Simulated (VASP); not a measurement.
# C (Fd-3m) in VASP: settings compared

Aim: see how the results for C move with the level of theory and the settings. Levels: PBE0, HSE06. Tasks: single point.

Program: VASP 6.6.1. These are calculated values, not measurements. Logs are shortened: lines on timing, memory, paths and dates and some standing lists are left out, and cuts for length are marked.

## Step 1: The cell of the first run

Symmetry: Fd-3m, No. 227, cubic system. The conventional cell has a = 3.614 Å, b = 3.614 Å, c = 3.614 Å, α = 90.00°, β = 90.00°, γ = 90.00°. Within 2.1 Å of C (site symmetry -43m) lie 4 C at 1.56 Å.

## Step 2: Single point, PBE0

POSCAR reads:

```
C
1.0
    0.0000000000      1.8068380860      1.8068380860
    1.8068380860      0.0000000000      1.8068380860
    1.8068380860      1.8068380860      0.0000000000
C
2
Direct
    0.7500000000      0.7500000000      0.7500000000
    0.5000000000      0.5000000000      0.5000000000
```

INCAR.step1 reads:

```
PREC = Accurate
ENCUT = 520
EDIFF = 1E-5
ISMEAR = -1
SIGMA = 0.05
LREAL = False
LASPH = True
NELM = 80
ALGO = Normal
ISIF = 2
LWAVE = True
LCHARG = False
NBANDS = 11
GGA = PE
```

INCAR.step2 reads:

```
PREC = Accurate
ENCUT = 520
EDIFF = 1E-6
ISMEAR = -1
SIGMA = 0.05
LREAL = False
LASPH = True
NELM = 80
ALGO = Normal
ISIF = 2
LWAVE = False
LCHARG = False
GGA = PE
LHFCALC = True
AEXX = 0.25
PRECFOCK = Normal
NBANDS = 11
ISTART = 1
```

KPOINTS reads:

```
Automatic mesh
0
Gamma
  7 7 7
```

Potentials or basis: VASP PAW PBE potentials, release 64 (C).

Command:

```sh
cat potpaw_PBE.64/C/POTCAR > POTCAR
cp INCAR.step1 INCAR
mpirun -np 1 vasp_std > vasp.out
cp INCAR.step2 INCAR
mpirun -np 1 vasp_std > vasp.out
```

OUTCAR:

```text
PREC = Accurate
   ENCUT = 520
   EDIFF = 1E-6
   ISMEAR = -1
   LREAL = False
   LASPH = True
   NELM = 80
   ISIF = 2
   GGA = PE
   LHFCALC = True
   AEXX = 0.25
   PRECFOCK = Normal
   ISTART = 1

 ion  position               nearest neighbor table
   1  0.750  0.750  0.750-   2 1.56   2 1.56   2 1.56   2 1.56
   2  0.500  0.500  0.500-   1 1.56   1 1.56   1 1.56   1 1.56

  LATTYP: Found a face centered cubic cell.
 ALAT       =     3.6136761720

  Lattice vectors:

 A1 = (   0.0000000000,   1.8068380860,   1.8068380860)
 A2 = (   1.8068380860,   0.0000000000,   1.8068380860)
 A3 = (   1.8068380860,   1.8068380860,   0.0000000000)

Analysis of symmetry for initial positions (statically):
=====================================================================
 Subroutine PRICEL returns:
 Original cell was already a primitive cell.

 Routine SETGRP: Setting up the symmetry group for a
 face centered cubic supercell.

 Subroutine GETGRP returns: Found 48 space group operations
 (whereof 24 operations were pure point group operations)
 out of a pool of 48 trial point group operations.

The static configuration has the point symmetry T_d .
 The point group associated with its full space group is O_h .

Analysis of symmetry for dynamics (positions and initial velocities):
=====================================================================
 Subroutine PRICEL returns:
 Original cell was already a primitive cell.

 Routine SETGRP: Setting up the symmetry group for a
 face centered cubic supercell.

 Subroutine GETGRP returns: Found 48 space group operations
 (whereof 24 operations were pure point group operations)
 out of a pool of 48 trial point group operations.

The dynamic configuration has the point symmetry T_d .
 The point group associated with its full space group is O_h .

 Subroutine INISYM returns: Found 48 space group operations
 (whereof 24 operations are pure point group operations),
 and found     1 'primitive' translations

----------------------------------------------------------------------------------------

                                     Primitive cell

  volume of cell :      11.7974

  direct lattice vectors                    reciprocal lattice vectors
     0.000000000  1.806838086  1.806838086    -0.276726511  0.276726511  0.276726511
     1.806838086  0.000000000  1.806838086     0.276726511 -0.276726511  0.276726511
     1.806838086  1.806838086  0.000000000     0.276726511  0.276726511 -0.276726511

  length of vectors
     2.555254926  2.555254926  2.555254926     0.479304377  0.479304377  0.479304377

  position of ions in fractional coordinates (direct lattice)
     0.750000000  0.750000000  0.750000000
     0.500000000  0.500000000  0.500000000

  ion indices of the primitive-cell ions
   primitive index   ion index
                 1           1
                 2           2

----------------------------------------------------------------------------------------

 KPOINTS: Automatic mesh

Automatic generation of k-mesh.
 Grid dimensions read from file:
 generate k-points for:    7    7    7

 Generating k-lattice:

  Cartesian coordinates                     Fractional coordinates (reciprocal lattice)
    -0.039532359  0.039532359  0.039532359     0.142857143  0.000000000  0.000000000
     0.039532359 -0.039532359  0.039532359     0.000000000  0.142857143  0.000000000
     0.039532359  0.039532359 -0.039532359     0.000000000  0.000000000  0.142857143

  Length of vectors
     0.068472054  0.068472054  0.068472054

  Shift w.r.t. Gamma in fractional coordinates (k-lattice)
     0.000000000  0.000000000  0.000000000

 Subroutine IBZKPT returns following result:
 ===========================================

 Found     20 irreducible k-points:

 Following reciprocal coordinates:
            Coordinates               Weight
  0.000000  0.000000  0.000000      1.000000
  0.142857  0.000000  0.000000      8.000000
  0.285714  0.000000  0.000000      8.000000
  0.428571  0.000000  0.000000      8.000000
  0.142857  0.142857  0.000000      6.000000
  0.285714  0.142857  0.000000     24.000000
[... 12 lines left out ...]
 -0.428571  0.428571  0.142857     24.000000
 -0.285714  0.428571  0.142857     24.000000
   k-points           NKPTS =     20   k-points in BZ     NKDIM =    343   number of bands    NBANDS=     11
   number of dos      NEDOS =    301   number of ions     NIONS =      2
   total plane-waves  NPLWV =   8000
   dimension x,y,z NGX =    20 NGY =   20 NGZ =   20
   dimension x,y,z NGXF=    40 NGYF=   40 NGZF=   40
   ions per type =               2
   NGX,Y,Z   is equivalent  to a cutoff of  13.01, 13.01, 13.01 a.u.
   NGXF,Y,Z  is equivalent  to a cutoff of  26.02, 26.02, 26.02 a.u.
 SYSTEM =  unknown system
   PREC   = accura    normal or accurate (medium, high low for compatibility)
   ISTART =      1    job   : 0-new  1-cont  2-samecut
   ICHARG =      0    charge: 1-file 2-atom 10-const
   ISPIN  =      1    spin polarized calculation?
   LNONCOLLINEAR =      F non collinear calculations
   LSORBIT =      F    spin-orbit coupling
   LASPH  =      T    aspherical Exc in radial PAW
   ENCUT  =  520.0 eV  38.22 Ry    6.18 a.u.   4.75  4.75  4.75*2*pi/ulx,y,z
   NELM   =     80;   NELMIN=  2; NELMDL=  0     # of ELM steps
   EDIFF  = 0.1E-05   stopping-criterion for ELM
   LREAL  =      F    real-space projection
   EDIFFG = 0.1E-04   stopping-criterion for IOM
   NSW    =      0    number of steps for IOM
   IBRION =     -1    ionic relax: 0-MD 1-quasi-New 2-CG
   NFREE  =      0    steps in history (QN), initial steepest desc. (CG)
   ISIF   =      2    stress and relaxation
   ISYM   =      3    0-nonsym 1-usesym 2-fastsym
   POTIM  = 0.5000    time-step for ionic-motion
   TEBEG  =    0.0;   TEEND  =   0.0 temperature during run
   PSTRESS=    0.0 pullay stress
   NELECT =       8.0000    total number of electrons
   NUPDOWN=      -1.0000    fix difference up-down
   EMIN   =  10.00;   EMAX   =-10.00  energy-range for DOS
   EFERMI =   0.00;   METHOD = LEGACY
   ISMEAR =    -1;   SIGMA  =   0.05  broadening in eV -4-tet -1-fermi 0-gaus
   EFERMI_NEDOS =   21; number of points for ismear=-14 and -15
   IALGO  =     38    algorithm
   IMIX   =      1    mixing-type and parameters
     AMIX     =   0.40;   BMIX     =  1.00
     AMIX_MAG =   1.60;   BMIX_MAG =  1.00
  volume/ion in A,a.u.               =       5.90        39.81
  Fermi-wavevector in a.u.,A,eV,Ry     =   1.438276  2.717948 28.145530  2.068638
  Thomas-Fermi vector in A             =   2.557261
   LORBIT       =      0    0 simple, 1 ext, 2 COOP (PROOUT), +10 PAW based schemes
   GGA     = PE    functional components
   LHFCALC =     T    Hartree Fock is set to
   PRECFOCK=normal    Normal, Fast or Accurate (Low or Medium for compatibility)
   ENCUT4O =  -1.0   cutoff for four orbital integrals eV
   NKREDX  =     1    reduce k-point grid by
   NKREDY  =     1    reduce k-point grid by
   NKREDZ  =     1    reduce k-point grid by
   AEXX    =    0.2500 exact exchange contribution
   HFSCREEN=    0.0000 screening length (either q_TF or 0.3 A-1)
   HFSCREENC=   0.0000 screening length for correlation (either q_TF or 0.3 A-1)
   ENCUTFOCK=  -1.0 apply spherical cutoff to Coloumb kernel
   IVDW    =     0    specifies the selected vdW correction
   LEPSILON=     F    determine dielectric tensor
   LRPA    =     F    only Hartree local field effects (RPA)
 non-spin polarized calculation
  energy-cutoff  :      520.00
  volume of cell :       11.80
 maximum number of plane-waves:       331
  NGX = 16; NGY = 16; NGZ = 16

 number of electron       8.0000000 magnetization

 Free energy of the ion-electron system (eV)
  ---------------------------------------------------
  ext. energy  EPLUGINS =         0.00000000
  ---------------------------------------------------
  free energy    TOTEN  =       -22.08667321 eV

  energy without entropy =      -22.08667321  energy(sigma->0) =      -22.08667321

 E-fermi :   9.3177     XC(G=0): -10.2581

 val. band max:        8.1772986197   @ k =   0.0000   0.0000   0.0000
 cond. band min:      14.2592416255   @ k =   0.4286   0.4286   0.0000
 fundamental gap:      6.0819430058
 Fermi energy:         9.3176621593

 k-point     1 :       0.0000    0.0000    0.0000
  band No.  band energies     occupation
      1     -14.8571      2.00000
      2       8.1773      2.00000
      3       8.1773      2.00000
      4       8.1773      2.00000
      5      15.7835      0.00000
      6      15.7835      0.00000
      7      15.7835      0.00000
      8      23.2973      0.00000
      9      29.2939      0.00000
     10      36.8105      0.00000
     11      36.8105      0.00000

 k-point     2 :       0.1429    0.0000    0.0000
  band No.  band energies     occupation
      1     -14.2627      2.00000
      2       5.0230      2.00000
      3       7.3428      2.00000
      4       7.3428      2.00000
      5      16.8903      0.00000
      6      16.8903      0.00000
      7      17.2437      0.00000
      8      23.9094      0.00000
      9      30.1963      0.00000
     10      33.4118      0.00000
     11      33.4118      0.00000

 k-point     3 :       0.2857    0.0000    0.0000
  band No.  band energies     occupation
      1     -12.5067      2.00000
      2      -0.1833      2.00000
      3       6.0522      2.00000
      4       6.0522      2.00000
      5      18.3652      0.00000
      6      18.3683      0.00000
      7      18.3683      0.00000
      8      25.3206      0.00000
      9      30.9917      0.00000
     10      32.8936      0.00000
     11      32.8936      0.00000

 k-point     4 :       0.4286    0.0000    0.0000
  band No.  band energies     occupation
      1      -9.8050      2.00000
      2      -4.8488      2.00000
      3       5.2983      2.00000
      4       5.2983      2.00000
      5      18.7106      0.00000
      6      18.7805      0.00000
      7      18.7805      0.00000
      8      26.1463      0.00000
      9      31.8628      0.00000
     10      34.9385      0.00000
     11      35.4984      0.00000

 k-point     5 :       0.1429    0.1429    0.0000
  band No.  band energies     occupation
      1     -14.0646      2.00000
      2       6.0194      2.00000
      3       6.0194      2.00000
      4       6.2834      2.00000
      5      15.1972      0.00000
      6      18.6085      0.00000
      7      18.6085      0.00000
      8      23.2337      0.00000
      9      30.4165      0.00000
     10      30.6326      0.00000
     11      37.7801      0.00000
[... 155 lines left out ...]
 k-point    17 :       0.4286    0.2857    0.1429
  band No.  band energies     occupation
      1     -10.9725      2.00000
      2       0.0395      2.00000
      3       1.5045      2.00000
      4       4.2819      2.00000
      5      17.1822      0.00000
      6      20.5057      0.00000
      7      21.5940      0.00000
      8      23.2121      0.00000
      9      31.6078      0.00000
     10      31.8473      0.00000
     11      36.6626      0.00000

 k-point    18 :      -0.4286    0.2857    0.1429
  band No.  band energies     occupation
      1      -8.3512      2.00000
      2      -3.6459      2.00000
      3       0.7113      2.00000
      4       2.9435      2.00000
      5      18.6210      0.00000
      6      19.9479      0.00000
      7      23.3112      0.00000
      8      24.8013      0.00000
      9      29.2267      0.00000
     10      33.6653      0.00000
     11      37.0506      0.00000

 k-point    19 :      -0.4286    0.4286    0.1429
  band No.  band energies     occupation
      1      -7.3477      2.00000
      2      -3.1681      2.00000
      3       0.2120      2.00000
      4       0.9374      2.00000
      5      17.1372      0.00000
      6      18.3657      0.00000
      7      24.1857      0.00000
      8      26.4049      0.00000
      9      31.6878      0.00000
     10      33.0167      0.00000
     11      40.2487      0.00000

 k-point    20 :      -0.2857    0.4286    0.1429
  band No.  band energies     occupation
      1      -5.9992      2.00000
      2      -4.1572      2.00000
      3      -1.4103      2.00000
      4       1.2463      2.00000
      5      18.3269      0.00000
      6      22.1458      0.00000
      7      23.2348      0.00000
      8      24.0479      0.00000
      9      29.7367      0.00000
     10      33.4472      0.00000
     11      38.1840      0.00000

------------------------ aborting loop because EDIFF is reached ----------------------------------------

  FORCE on cell =-STRESS in cart. coord.  units (eV):
  Direction    XX          YY          ZZ          XY          YZ          ZX
  --------------------------------------------------------------------------------------
  -------------------------------------------------------------------------------------
  Total       -1.7457968     -1.7457968     -1.7457968     -0.0000000      0.0000000      0.0000000
  in kB     -237.0918233   -237.0918233   -237.0918233     -0.0000000      0.0000000      0.0000000
  external PRESSURE =    -237.0918233 kB  Pullay stress =       0.0000000 kB

 VOLUME and BASIS-vectors are now :
 -----------------------------------------------------------------------------
  energy-cutoff  :      520.00
  volume of cell :       11.80
      direct lattice vectors                 reciprocal lattice vectors
     0.000000000  1.806838086  1.806838086    -0.276726511  0.276726511  0.276726511
     1.806838086  0.000000000  1.806838086     0.276726511 -0.276726511  0.276726511
     1.806838086  1.806838086  0.000000000     0.276726511  0.276726511 -0.276726511

 POSITION                                       TOTAL-FORCE (eV/Angst)
 -----------------------------------------------------------------------------------
      2.71026      2.71026      2.71026        -0.000000     -0.000000     -0.000000
      1.80684      1.80684      1.80684         0.000000      0.000000      0.000000
 -----------------------------------------------------------------------------------
    total drift:                               -0.000000     -0.000000     -0.000000

  FREE ENERGIE OF THE ION-ELECTRON SYSTEM (eV)
  ---------------------------------------------------
  free  energy   TOTEN  =       -22.0866732055 eV

  energy  without entropy=      -22.0866732055  energy(sigma->0) =      -22.08667321
```

Run time: 3 min. Hardware: 1 thread of Intel Xeon Platinum 8488C (Sapphire Rapids), shared host; peak memory 0.13 GiB.

What came out:

```
Free energy            : -22.0867 eV
Pressure               : -23.7 GPa
Band gap on the k mesh : 6.08 eV, indirect (least direct gap 7.61 eV)
```

Caveat: the k points lie up to 0.43 Å⁻¹ apart; the PAW data sets were made with another functional, which shifts forces and pressure a little. A k mesh can miss the band edges.

## Step 3: Single point, PBE0

This run uses another cell than the first one, of 6.01 Å³/atom, 1.019 times its volume.

POSCAR reads:

```
C
1.0
    0.0000000000      1.8183469191      1.8183469191
    1.8183469191      0.0000000000      1.8183469191
    1.8183469191      1.8183469191      0.0000000000
C
2
Direct
    0.7500000000      0.7500000000      0.7500000000
    0.5000000000      0.5000000000      0.5000000000
```

INCAR.step1 reads:

```
  ALGO = Normal
  EDIFF = 1E-5
  ENCUT = 520
  GGA = PE
  ISIF = 2
  ISMEAR = -1
  LASPH = True
  LREAL = False
  LWAVE = True
  NBANDS = 11
  NELM = 100
  PREC = Accurate
  SIGMA = 0.05
```

INCAR.step2 reads:

```
  AEXX = 0.25
  ALGO = Normal
  EDIFF = 1E-6
  ENCUT = 520
  GGA = PE
  ISIF = 2
  ISMEAR = -1
  ISTART = 1
  LASPH = True
  LCHARG = True
  LELF = True
  LHFCALC = True
  LREAL = False
  LVHAR = True
  LWAVE = False
  NBANDS = 11
  NELM = 100
  PREC = Accurate
  PRECFOCK = Normal
  SIGMA = 0.05
```

KPOINTS reads:

```
k-points
0
Gamma
  7 7 7
```

Potentials or basis: VASP PAW PBE potentials, release 64 (C).

Command:

```sh
cat potpaw_PBE.64/C/POTCAR > POTCAR
cp INCAR.step1 INCAR
mpirun -np 1 vasp_std > vasp.out
cp INCAR.step2 INCAR
mpirun -np 1 vasp_std > vasp.out
```

Wall time 3.4 min (1 thread of Intel Xeon Platinum 8488C (Sapphire Rapids), shared host); peak memory 0.13 GiB.

Results (log left out):

```yaml
Free_energy: -22.0484 eV
Pressure: -30.8 GPa
Band_gap_on_the_k_mesh: 6.04 eV, indirect (least direct gap 7.55 eV)
```

Levels at points of the mesh, in eV from the valence-band top:
```tsv
k point	band 1	band 2	band 3	band 4	band 5	band 6	band 7	band 8
(0.00, 0.00, 0.00)	-22.78	0.00	0.00	0.00	7.55	7.55	7.55	14.67
```

Caveat: the k points lie up to 0.43 Å⁻¹ apart; the PAW data sets were made with another functional, which shifts forces and pressure a little. A k mesh can miss the band edges.

## Step 4: Single point, HSE06

This run uses another cell than the first one, of 5.44 Å³/atom, 0.923 times its volume.

POSCAR reads:

```
C
1.0
    0.0000000000      1.7592674508      1.7592674508
    1.7592674508      0.0000000000      1.7592674508
    1.7592674508      1.7592674508      0.0000000000
C
2
Direct
    0.7500000000      0.7500000000      0.7500000000
    0.5000000000      0.5000000000      0.5000000000
```

INCAR.step1 reads:

```
ALGO = Normal
EDIFF = 1E-5
ENCUT = 520
GGA = PE
ISIF = 2
ISMEAR = -1
LASPH = True
LCHARG = False
LREAL = False
LWAVE = True
NBANDS = 11
NELM = 60
PREC = Accurate
SIGMA = 0.05
```

INCAR.step2 reads:

```
ALGO = Normal
EDIFF = 1E-7
ENCUT = 520
GGA = PE
HFSCREEN = 0.2079
ISIF = 2
ISMEAR = -1
ISTART = 1
LASPH = True
LCHARG = False
LHFCALC = True
LREAL = False
LWAVE = False
NBANDS = 11
NELM = 60
PREC = Accurate
PRECFOCK = Normal
SIGMA = 0.05
```

KPOINTS reads:

```
k-points
0
Gamma
  8 8 8
```

Command:

```sh
cat potpaw_PBE.64/C/POTCAR > POTCAR
cp INCAR.step1 INCAR
mpirun -np 1 vasp_std > vasp.out
cp INCAR.step2 INCAR
mpirun -np 1 vasp_std > vasp.out
```

It took 7.1 min on 1 thread of Intel Xeon Platinum 8375C at 2.90GHz (Ice Lake), shared host; peak memory 0.22 GiB.

Results (log left out):

```
Free energy            : -21.0416 eV
Pressure               : 12.3 GPa
Band gap on the k mesh : 5.38 eV, indirect (least direct gap 7.10 eV)
```

Levels at points of the mesh, in eV from the valence-band top:
```
           k point  band 2  band 3  band 4  band 5  band 6  band 7
(0.00, 0.00, 0.00)    0.00    0.00    0.00    7.10    7.10    7.10
(0.50, 0.00, 0.00)  -15.10   -3.18   -3.18   10.20   10.20   10.93
(0.50, 0.50, 0.00)  -14.38   -7.14   -7.14    6.00    6.00   19.88
```

Caveat: the PAW data sets were made with another functional, which shifts forces and pressure a little. A k mesh can miss the band edges.

(Continued in part 2 of 2.)
